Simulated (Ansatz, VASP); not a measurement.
Two plane-wave programs on CdF2

The input INCAR:

```
SYSTEM = CdF2
PREC = Accurate ; ENCUT = 520
EDIFF = 1E-6 ; ISMEAR = 0
SIGMA = 0.05 ; LREAL = .False.
LASPH = .True. ; NELM = 60
ALGO = Normal ; ISIF = 2
LWAVE = .False. ; LCHARG = .False.
GGA = PE ; NBANDS = 20
```

Contents of KPOINTS:

```
Automatic mesh
0
Gamma
  8 8 8
  0 0 0
```

Contents of POSCAR:

```
CdF2
1.0
    0.0000000000      2.8131497226      2.7388825699
    2.8131497226      0.0000000000      2.7388825699
    2.8131497226      2.8131497226      0.0000000000
Cd F
1 2
Direct
    0.0000000000      0.0000000000      0.0000000000
    0.2500000000      0.2500000000      0.2500000000
    0.7500000000      0.7500000000      0.7500000000
```

Input for Ansatz:

```yaml
crystal:
  lattice:
    - [0.0, 2.8131497226, 2.7388825699]
    - [2.8131497226, 0.0, 2.7388825699]
    - [2.8131497226, 2.8131497226, 0.0]
  atoms:
    - { symbol: Cd, position: [0.0, 0.0, 0.0] }
    - { symbol: F, position: [0.25, 0.25, 0.25] }
    - { symbol: F, position: [0.75, 0.75, 0.75] }
basis:
  ecutwfc: 520.0
kpoints:
  mp_grid: { grid: [8, 8, 8] }
hamiltonian:
  xc: pbe
  pseudopotentials: { kind: paw }
scf:
  occupations: { method: gaussian, width: 0.05 }
output:
  forces: true
  stress: true
  eigenvalues: true
```

Alike in both runs: task single point; functional PBE; k mesh 8 × 8 × 8; occupations gaussian, width 0.05 eV; no spin polarisation.

```csv
,VASP,Ansatz
version,VASP 6.6.1,Ansatz 0.2.0
potentials or method,"VASP PAW PBE potentials, release 64 (Cd, F), cutoff 520 eV","scalar-relativistic, plane waves, PAW"
valence electrons in the cell,26,34
```

|  | VASP | Ansatz | Ansatz less VASP |
| --- | --- | --- | --- |
| gap on the k mesh at the Fermi level (eV) | 2.67 | 2.70 | +0.028 |
| least direct gap on the mesh (eV) | 3.28 | 3.31 | +0.027 |
| pressure (GPa) | -3.9 | -4.3 | -0.38 |
| traceless stress, the component that is largest in VASP (GPa) | 1.79 | 1.81 | +0.020 |

VASP's potentials hold 26 valence electrons a cell and Ansatz's 34, so a difference there can come from the potentials and not from the codes.
